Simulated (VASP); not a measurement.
# Al2Au (C2) in VASP: single point with PBEsol

Aim: the single point of Al2Au with PBEsol.

All numbers are computed with VASP 6.6.1; they aren't measurements. Logs are shortened: lines on timing, memory, paths and dates and some standing lists are left out, and cuts for length are marked.

### 1 The cell of the first run

It takes space group C2 (No. 5, monoclinic). Conventional cell: a = 5.938 Å, b = 6.113 Å, c = 3.987 Å, α = 90.00°, β = 130.80°, γ = 90.00°. Al (site symmetry 2) has 4 Au at 2.51 to 2.78 Å and 6 Al at 2.85 to 3.26 Å within 3.3 Å. Al (site symmetry 2) has 4 Au at 2.19 to 3.10 Å and 6 Al at 2.85 to 3.26 Å within 3.3 Å. Within 2.9 Å of Au (site symmetry 2) lie 6 Al at 2.19 to 2.78 Å.

### 2 Single point, PBEsol (strained and its atoms moved)

INCAR reads:

```
PREC = Accurate
ENCUT = 520
EDIFF = 1E-6
ISMEAR = 0
SIGMA = 0.1
LREAL = False
LASPH = True
NELM = 100
ALGO = Fast
ISIF = 2
LWAVE = False
LCHARG = True
GGA = PS
LELF = True
LVHAR = True
NBANDS = 16
```

KPOINTS reads:

```
regular mesh
0
Gamma
  12 12 12
```

POSCAR reads:

```
Al2Au
1.0
   -0.1800000000      3.0564000000      3.0347100000
    2.7835200000      0.0000000000      2.8547100000
    2.9635200000      3.0564000000     -0.1800000000
Al Au
2 1
Direct
    0.2613005872      0.2386994128      0.2613005872
    0.7944335283      0.7055664717      0.7944335283
   -0.0557341155      0.0557341155     -0.0557341155
```

Potentials or basis: VASP PAW PBE potentials, release 64 (Al, Au).

On the command line:

```sh
$ cat potpaw_PBE.64/Al/POTCAR potpaw_PBE.64/Au/POTCAR > POTCAR
$ mpirun -np 1 vasp_std > vasp.out
```

OUTCAR:

```text
PREC = Accurate
   ENCUT = 520
   EDIFF = 1E-6
   ISMEAR = 0
   LREAL = False
   LASPH = True
   NELM = 100
   ISIF = 2
   GGA = PS

 ion  position               nearest neighbor table
   1  0.261  0.239  0.261-   3 2.51   3 2.51   3 2.78   3 2.78   2 2.85   2 2.98   2 2.98   2 3.05
                             2 3.05   2 3.26
   2  0.794  0.706  0.794-   3 2.19   3 2.19   1 2.85   1 2.98   1 2.98   1 3.05   1 3.05   3 3.10
                             3 3.10   1 3.26
   3  0.944  0.056  0.944-   2 2.19   2 2.19   1 2.51   1 2.51   1 2.78   1 2.78   2 3.10   2 3.10

  LATTYP: Found a base centered monoclinic cell.
 ALAT       =     5.9379628798
 B/A-ratio  =     1.0294439564
 C/A-ratio  =     0.6714673925
 COS(beta)  =    -0.6534313096

  Lattice vectors:

 A1 = (  -2.9635200000,   3.0564000000,   0.1800000000)
 A2 = (  -2.9635200000,  -3.0564000000,   0.1800000000)
 A3 = (   2.7835200000,   0.0000000000,   2.8547100000)

Analysis of symmetry for initial positions (statically):
=====================================================================
 Subroutine PRICEL returns:
 Original cell was already a primitive cell.

 Routine SETGRP: Setting up the symmetry group for a
 base centered monoclinic supercell.

 Subroutine GETGRP returns: Found  2 space group operations
 (whereof  2 operations were pure point group operations)
 out of a pool of  4 trial point group operations.

The static configuration has the point symmetry C_2 .

Analysis of symmetry for dynamics (positions and initial velocities):
=====================================================================
 Subroutine PRICEL returns:
 Original cell was already a primitive cell.

 Routine SETGRP: Setting up the symmetry group for a
 base centered monoclinic supercell.

 Subroutine GETGRP returns: Found  2 space group operations
 (whereof  2 operations were pure point group operations)
 out of a pool of  4 trial point group operations.

The dynamic configuration has the point symmetry C_2 .

 Subroutine INISYM returns: Found  2 space group operations
 (whereof  2 operations are pure point group operations),
 and found     1 'primitive' translations

----------------------------------------------------------------------------------------

                                     Primitive cell

  volume of cell :      54.7769

[... 85 lines left out ...]
   LNONCOLLINEAR =      F non collinear calculations
   LSORBIT =      F    spin-orbit coupling
   LASPH  =      T    aspherical Exc in radial PAW
   ENCUT  =  520.0 eV  38.22 Ry    6.18 a.u.   8.02  7.41  7.92*2*pi/ulx,y,z
   NELM   =    100;   NELMIN=  2; NELMDL= -5     # of ELM steps
   EDIFF  = 0.1E-05   stopping-criterion for ELM
   LREAL  =      F    real-space projection
   EDIFFG = 0.1E-04   stopping-criterion for IOM
   NSW    =      0    number of steps for IOM
   IBRION =     -1    ionic relax: 0-MD 1-quasi-New 2-CG
   NFREE  =      0    steps in history (QN), initial steepest desc. (CG)
   ISIF   =      2    stress and relaxation
   ISYM   =      2    0-nonsym 1-usesym 2-fastsym
   POTIM  = 0.5000    time-step for ionic-motion
   TEBEG  =    0.0;   TEEND  =   0.0 temperature during run
   PSTRESS=    0.0 pullay stress
   NELECT =      17.0000    total number of electrons
   NUPDOWN=      -1.0000    fix difference up-down
   EMIN   =  10.00;   EMAX   =-10.00  energy-range for DOS
   EFERMI =   0.00;   METHOD = LEGACY
   ISMEAR =     0;   SIGMA  =   0.10  broadening in eV -4-tet -1-fermi 0-gaus
   EFERMI_NEDOS =   21; number of points for ismear=-14 and -15
   IALGO  =     68    algorithm
   IMIX   =      4    mixing-type and parameters
     AMIX     =   0.40;   BMIX     =  1.00
     AMIX_MAG =   1.60;   BMIX_MAG =  1.00
  volume/ion in A,a.u.               =      18.26       123.22
  Fermi-wavevector in a.u.,A,eV,Ry     =   1.108388  2.094550 16.715087  1.228524
  Thomas-Fermi vector in A             =   2.244915
   LORBIT       =      0    0 simple, 1 ext, 2 COOP (PROOUT), +10 PAW based schemes
   GGA     = PS    functional components
   LHFCALC =     F    Hartree Fock is set to
   AEXX    =    0.0000 exact exchange contribution
   IVDW    =     0    specifies the selected vdW correction
   LEPSILON=     F    determine dielectric tensor
   LRPA    =     F    only Hartree local field effects (RPA)
 non-spin polarized calculation
 RMM-DIIS sequential band-by-band and
 Gauss-broadening in eV      SIGMA  =   0.10
  energy-cutoff  :      520.00
  volume of cell :       54.78
 maximum number of plane-waves:      1506
   NGX = 15   NGY = 15   NGZ = 15

 number of electron      17.0000000 magnetization

 Free energy of the ion-electron system (eV)
  ---------------------------------------------------
  ext. energy  EPLUGINS =         0.00000000
  ---------------------------------------------------
  free energy    TOTEN  =       -11.86909130 eV

  energy without entropy =      -11.86499612  energy(sigma->0) =      -11.86704371

 E-fermi :   7.6050     XC(G=0): -10.5328

 val. band max:        7.6021230361   @ k =   0.0833   0.5000   0.0000
 cond. band min:       7.6050408270   @ k =  -0.2500  -0.1667   0.0833
 fundamental gap:      0.0029177909
 Fermi energy:         7.6050131772

 k-point     1 :       0.0000    0.0000    0.0000
  band No.  band energies     occupation
      1      -3.0774      2.00000
      2       0.2595      2.00000
      3       0.6676      2.00000
      4       0.9919      2.00000
      5       1.3943      2.00000
      6       1.7055      2.00000
[... 433 lines left out ...]
      3       0.6248      2.00000
      4       1.0578      2.00000
      5       1.3193      2.00000
      6       1.7923      2.00000
[... 8 lines left out ...]
     15      15.3442      0.00000
     16      16.5131      0.00000

 [... further k-points ...]
[... 5 lines left out ...]
  --------------------------------------------------------------------------------------
  -------------------------------------------------------------------------------------
  Total        6.3005057      1.7370337      6.1060671      0.0000000      0.0000000      6.9933568
  in kB      184.2842298     50.8067015    178.5970729      0.0000000      0.0000000    204.5495141
  external PRESSURE =     137.8960014 kB  Pullay stress =       0.0000000 kB

 VOLUME and BASIS-vectors are now :
 -----------------------------------------------------------------------------
  energy-cutoff  :      520.00
  volume of cell :       54.78
      direct lattice vectors                 reciprocal lattice vectors
    -0.180000000  3.056400000  3.034710000    -0.159284813  0.163591153  0.155312611
     2.783520000  0.000000000  2.854710000     0.179371804 -0.163591153  0.175399602
     2.963520000  3.056400000 -0.180000000     0.159284813  0.163591153 -0.155312611

 POSITION                                       TOTAL-FORCE (eV/Angst)
 -----------------------------------------------------------------------------------
      1.39176      1.59728      1.42735        -0.000000     -0.545942     -0.000000
      4.17528      4.85621      4.28206         0.000000     -3.931314     -0.000000
      2.78352      5.77211      2.85471        -0.000000      4.477256      0.000000
 -----------------------------------------------------------------------------------
    total drift:                                0.000000      0.002247     -0.000003

  FREE ENERGIE OF THE ION-ELECTRON SYSTEM (eV)
  ---------------------------------------------------
  free  energy   TOTEN  =       -11.8690913011 eV

  energy  without entropy=      -11.8649961227  energy(sigma->0) =      -11.86704371
```

OSZICAR:

```text
N       E                     dE             d eps       ncg     rms          rms(c)
DAV:   1     0.566312696886E+02    0.56631E+02   -0.68321E+03 15232   0.877E+02
DAV:   2    -0.117645158823E+02   -0.68396E+02   -0.63035E+02 19232   0.172E+02
DAV:   3    -0.131752615854E+02   -0.14107E+01   -0.14064E+01 19472   0.239E+01
DAV:   4    -0.131869613065E+02   -0.11700E-01   -0.11698E-01 19064   0.252E+00
DAV:   5    -0.131871856764E+02   -0.22437E-03   -0.22437E-03 20152   0.358E-01    0.965E+00
RMM:   6    -0.119966422749E+02    0.11905E+01   -0.38836E+00 15232   0.124E+01    0.343E+00
RMM:   7    -0.119033600709E+02    0.93282E-01   -0.17817E-01 15829   0.278E+00    0.190E+00
RMM:   8    -0.118700141699E+02    0.33346E-01   -0.52709E-02 16126   0.153E+00    0.380E-01
RMM:   9    -0.118691615286E+02    0.85264E-03   -0.10933E-02 16810   0.696E-01    0.242E-01
RMM:  10    -0.118690629363E+02    0.98592E-04   -0.21817E-03 17284   0.323E-01    0.102E-01
RMM:  11    -0.118690876138E+02   -0.24678E-04   -0.46142E-04 17741   0.137E-01    0.716E-02
RMM:  12    -0.118690878678E+02   -0.25398E-06   -0.11465E-04 17331   0.692E-02    0.216E-02
RMM:  13    -0.118690905768E+02   -0.27090E-05   -0.33427E-05 18015   0.343E-02    0.190E-02
RMM:  14    -0.118690913011E+02   -0.72424E-06   -0.64145E-06 14365   0.153E-02
   1 F= -.11869091E+02 E0= -.11867044E+02  d E =-.409518E-02
```

stdout:

```text
POSCAR found type information on POSCAR AlAu
 POSCAR found :  2 types and       3 ions
 scaLAPACK will be used
 -----------------------------------------------------------------------------
|                                                                             |
|                                                                             |
|     You enforced a specific xc type in the INCAR file but a different       |
|     I HOPE YOU KNOW WHAT YOU ARE DOING!                                     |
|                                                                             |
 -----------------------------------------------------------------------------

 LDA part: xc-table for (Slater+PW92), standard interpolation
 POSCAR, INCAR and KPOINTS ok, starting setup
 FFT: planning ... GRIDC
 FFT: planning ... GRID_SOFT
 FFT: planning ... GRID
 WAVECAR not read
 entering main loop
```

It took 2.1 min on 1 thread of Intel Xeon 6975P-C (Granite Rapids), shared host; peak memory 0.5 GiB.

What came out:

- Free energy: -11.8691 eV
- Pressure: 13.8 GPa
- Largest force: 4.477 eV/Å
- Band gap on the k mesh: zero (an odd number of electrons rules out a gap without spin polarisation)

Forces in eV/Å, atoms in the order of the input:
```
Al   0.000 -0.546  0.000
Al   0.000 -3.931  0.000
Au   0.000  4.477  0.000
```

Stress tensor (GPa, compression positive):
```
18.43  0.00 20.45
 0.00  5.08  0.00
20.45  0.00 17.86
```

Levels at points of the mesh, in eV from the Fermi level:
```csv
k point,band 7,band 8,band 9,band 10,band 11,band 12
"(0.00, 0.00, 0.00)",1.17,1.28,2.71,3.21,3.93,4.32
"(0.50, 0.00, 0.00)",-5.35,0.53,0.95,2.55,3.63,4.34
"(0.00, 0.50, 0.00)",-5.73,-0.02,0.25,2.43,2.59,3.30
"(0.50, 0.50, 0.00)",-5.61,-2.11,-1.70,1.07,1.85,7.40
"(0.50, 0.00, 0.50)",-4.91,-2.63,-1.11,0.63,2.36,8.27
"(0.00, 0.50, 0.50)",-5.47,-2.33,-1.75,0.81,1.70,7.45
```

Caveat: the cell differs from its parent crystal (strained and its atoms moved); the stress differs along the axes, from 5 to 18 GPa; the PAW data sets were made with another functional, which shifts forces and pressure a little; spin-orbit coupling is left out, which moves the levels of the heavy elements.
